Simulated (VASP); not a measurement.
**TiC2: relaxation of cell and atoms with PBE**

TiC2:

```
Ti C
1.0
     3.57832    0.00000    0.00000
     0.00000    4.59563    0.00000
     0.00000    0.00000    3.79209
Ti C
2 4
Direct
  0.00000 0.50000 0.91945
  0.00000 0.50000 0.41945
  0.48867 0.66667 0.51133
  0.51133 0.33333 0.51133
  0.48867 0.33333 0.01133
  0.51133 0.66667 0.01133
```

The cell was generated, and may not be a known phase.

```json
{
 "Program": "VASP 6.6.1",
 "Task": "relaxation of cell and atoms",
 "Functional": "PBE",
 "Potentials or basis": "VASP PAW PBE potentials, release 64 (Ti_sv, C)",
 "Cutoff": "600 eV",
 "k mesh": "6 × 4 × 4",
 "Occupations": "gaussian, width 0.1 eV",
 "Spin": "no spin polarisation",
 "Dipole correction": "no",
 "Further INCAR settings": "ALGO = Normal; EDIFF = 1e-06; IBRION = 2; EDIFFG = -0.04; NSW = 90; ISIF = 3"
}
```

The relaxed volume is 14.68 Å³/atom. The relaxed cell is a = 3.007 Å, b = 5.058 Å, c = 5.791 Å, α = 90.00°, β = 90.00°, γ = 90.00°. The space group after relaxing (to 0.1 Å) is Pmmm (No. 47), the energy gained by relaxing is 1791.8 meV/atom and the ionic steps are 30. The pressure after relaxing is 0.1 GPa and the largest force after relaxing is 0.034 eV/Å. The band gap on the k mesh is zero (bands 20 and 21 overlap by 0.99 eV).

Forces on the atoms (eV/Å):
```
Ti   0.000  0.000  0.034
Ti   0.000  0.000  0.034
C    0.004  0.025 -0.017
C   -0.004 -0.025 -0.017
C    0.004 -0.025 -0.017
C   -0.004  0.025 -0.017
```

Stress tensor (GPa, compression positive):
```
 0.19  0.00  0.00
 0.00  0.43  0.00
 0.00  0.00 -0.24
```

Step by step:
```tsv
step	energy change (eV)	largest force (eV/Å)	pressure (GPa)	volume (Å³)
1	0.0000	4.6253	62.27	62.36
2	-2.5630	4.1154	-27.85	104.31
3	-5.5018	2.6264	-12.83	82.61
4	-5.5238	2.5465	-11.21	81.58
5	-8.2144	1.7905	1.66	80.09
6	-8.1481	6.7813	13.12	79.02
7	-8.3196	3.0509	5.34	79.72
8	-10.0264	1.6544	-8.67	82.09
9	-10.0268	1.6615	-8.69	82.09
10	-10.3848	1.4140	2.83	77.38
11	-10.3984	1.5070	0.77	78.12
12	-10.5802	0.5087	3.78	77.60
13	-10.5802	0.5167	3.83	77.59
14	-10.5987	1.2539	-2.54	79.86
15	-10.6242	0.5467	0.07	78.85
16	-10.6666	0.3151	0.66	79.72
17	-10.6777	0.1989	1.17	80.47
18	-10.6932	0.1588	0.26	81.62
19	-10.7047	0.2837	-1.13	83.56
20	-10.7153	0.1811	-0.28	83.89
21	-10.7212	0.3573	0.95	84.34
22	-10.7289	0.2702	0.93	84.75
23	-10.7410	0.2019	0.96	85.94
24	-10.7417	0.1941	0.94	86.31
25	-10.7453	0.1298	0.54	86.79
26	-10.7484	0.1321	-0.16	87.64
27	-10.7486	0.1442	-0.34	87.89
28	-10.7498	0.0714	0.16	88.01
29	-10.7498	0.0478	0.10	88.00
30	-10.7505	0.0337	0.13	88.09
```

Final structure:
```yaml
crystal:
  lattice:
    - [3.00734, 0.00000, 0.00000]
    - [0.00000, 5.05798, 0.00000]
    - [0.00000, 0.00000, 5.79090]
  atoms:
    - { symbol: Ti, position: [0.00000, 0.50000, 0.81375] }
    - { symbol: Ti, position: [0.00000, 0.50000, 0.31375] }
    - { symbol: C, position: [0.49966, 0.63541, 0.56417] }
    - { symbol: C, position: [0.50034, 0.36458, 0.56417] }
    - { symbol: C, position: [0.49966, 0.36458, 0.06417] }
    - { symbol: C, position: [0.50034, 0.63541, 0.06417] }
```

Levels at points of the mesh, in eV from the Fermi level:
| k point | band 18 | band 19 | band 20 | band 21 | band 22 | band 23 |
| --- | --- | --- | --- | --- | --- | --- |
| (0.00, 0.00, 0.00) | -1.51 | -1.46 | 0.16 | 0.63 | 0.76 | 1.08 |
| (0.50, 0.00, 0.00) | -2.19 | -2.00 | -0.80 | 0.76 | 0.92 | 1.80 |
| (0.00, 0.50, 0.00) | -1.45 | -1.21 | 0.13 | 0.28 | 0.61 | 1.45 |
| (0.50, 0.50, 0.00) | -2.29 | -1.35 | -0.34 | 0.23 | 1.32 | 1.91 |
| (0.00, 0.00, 0.50) | -2.88 | 0.52 | 0.52 | 0.78 | 0.78 | 1.02 |
| (0.50, 0.00, 0.50) | -1.34 | -1.29 | -1.29 | 0.56 | 0.56 | 1.35 |
| (0.00, 0.50, 0.50) | -2.14 | 0.28 | 0.28 | 0.76 | 0.76 | 1.03 |
| (0.50, 0.50, 0.50) | -1.45 | -0.80 | -0.80 | 0.45 | 0.45 | 1.63 |

Wall time 28 min on 1 thread of Intel(R) Xeon(R) 6975P-C (Granite Rapids), on a shared host, peak memory 0.22 GiB.

Caveat: the k points lie up to 0.35 Å⁻¹ apart in the final cell, too coarse for converged energies and pressures of a metal; the volume moved by over 15 % at a fixed basis, so the end points are rough.
